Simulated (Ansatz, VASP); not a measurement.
# One calculation of HgF3, two programs

File INCAR:

```
PREC = Accurate
ENCUT = 520
EDIFF = 1E-6
ISMEAR = 0
SIGMA = 0.02
LREAL = F
LASPH = T
NELM = 100
ALGO = Normal
ISIF = 2
LWAVE = F
LCHARG = T
GGA = PE
LELF = T
LVHAR = T
NBANDS = 24
```

The input KPOINTS:

```
Automatic mesh
0
Gamma
  8 8 8
```

File POSCAR:

```
HgF3
1.0
    4.0491352600      0.0000000000      0.0000000000
    2.0245676300      3.5066539985      0.0000000000
    2.0245676300      1.1688846662      3.3061050955
Hg F
1 3
Direct
    0.0000000000      0.0000000000      0.0000000000
    0.5000000000      0.5000000000      0.5000000000
    0.7500000000      0.7500000000      0.7500000000
    0.2500000000      0.2500000000      0.2500000000
```

File input.yaml:

```yaml
crystal:
  lattice:
    - [4.04913526, 0.0, 0.0]
    - [2.02456763, 3.5066539985, 0.0]
    - [2.02456763, 1.1688846662, 3.3061050955]
  atoms:
    - { symbol: Hg, position: [0.0, 0.0, 0.0] }
    - { symbol: F, position: [0.5, 0.5, 0.5] }
    - { symbol: F, position: [0.75, 0.75, 0.75] }
    - { symbol: F, position: [0.25, 0.25, 0.25] }
hamiltonian:
  xc: pbe
  pseudopotentials: { kind: paw }
kpoints:
  mp_grid: { grid: [8, 8, 8] }
scf:
  occupations: { method: gaussian, width: 0.02 }
output:
  forces: true
  stress: true
  eigenvalues: true
```

Alike in both runs: task single point; functional PBE; k mesh 8 × 8 × 8; occupations gaussian, width 0.02 eV; no spin polarisation.

```csv
,VASP,Ansatz
version,VASP 6.6.1,Ansatz 0.2.0
potentials or method,"VASP PAW PBE potentials, release 64 (Hg, F)",Ansatz PAW
plane-wave cutoff (eV),520,420
valence electrons in the cell,33,41
```

Ansatz gave:

- gap on the k mesh at the Fermi level (eV): none
- pressure (GPa): 1.1

Question: Which values does VASP return?

Answer: gap on the k mesh at the Fermi level (eV): none; pressure (GPa): 1.4.

A gap of «none» marks a metal or a gap that the smearing closes. VASP's potentials hold 33 valence electrons a cell and Ansatz's 41, so a difference there can come from the potentials and not from the codes.

Spin-orbit coupling is off throughout.
